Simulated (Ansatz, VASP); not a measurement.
# One calculation of PbS, two programs

```
Pb S
1.0
     0.00000    3.43112    3.43112
     3.43112    0.00000    3.43112
     3.43112    3.43112    0.00000
Pb S
1 1
Direct
  0.00000 0.00000 0.00000
  0.25000 0.25000 0.25000
```

Alike in both runs: task single point; functional PBE; k mesh 10 × 10 × 10; occupations gaussian, width 0.05 eV; no spin polarisation.

|  | VASP | Ansatz |
| --- | --- | --- |
| version | VASP 6.6.1 | Ansatz 0.2.0 |
| potentials or method | VASP PAW PBE potentials, release 64 (Pb_d, S), cutoff 520 eV | scalar-relativistic, plane waves, PAW |
| valence electrons in the cell | 20 | 20 |

```tsv
	VASP	Ansatz	Ansatz less VASP
gap on the k mesh at the Fermi level (eV)	1.06	1.06	-0.003
least direct gap on the mesh (eV)	1.39	1.39	-0.003
pressure (GPa)	-2.8	-2.7	+0.04
```

Spin-orbit coupling is off throughout.
